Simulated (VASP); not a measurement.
A run of VASP 6.6.1:

INCAR

```
ALGO = Normal ; EDIFF = 1E-6
ENCUT = 520 ; GGA = CA
ISIF = 2 ; ISMEAR = -1
LASPH = T ; LCHARG = F
LREAL = F ; LWAVE = F
NBANDS = 40 ; NELM = 80
PREC = Accurate ; SIGMA = 0.1
```

KPOINTS

```
k-points
0
Gamma
  8 8 1
```

File POSCAR:

```
Nb
1.0
    4.5946883331      0.0000000000      0.0000000000
   -2.2973441665      3.9791168189      0.0000000000
    0.0000000000      0.0000000000     19.7515000000
Nb
5
Direct
    0.8333333333      0.1666666667      0.4170253679
    0.1666666667      0.8333333333      0.4565698658
    0.5000000000      0.5000000000      0.4999999902
    0.8333333333      0.1666666667      0.5434301367
    0.1666666667      0.8333333333      0.5829746395
```

Potentials or basis: VASP PAW LDA potentials, release 64 (Nb_sv).

Command:

```bash
$ cat potpaw_LDA.64/Nb_sv/POTCAR > POTCAR
$ mpirun -np 1 vasp_std > vasp.out
```

Hardware: 1 thread of Intel(R) Xeon(R) Platinum 8488C (Sapphire Rapids), with other jobs on the host.

How long does it take, and how much memory?

Wall time 3.4 min on 1 thread of Intel(R) Xeon(R) Platinum 8488C (Sapphire Rapids), with other jobs on the host, peak memory 0.38 GiB. Counts: scf iterations 25, k points 10.
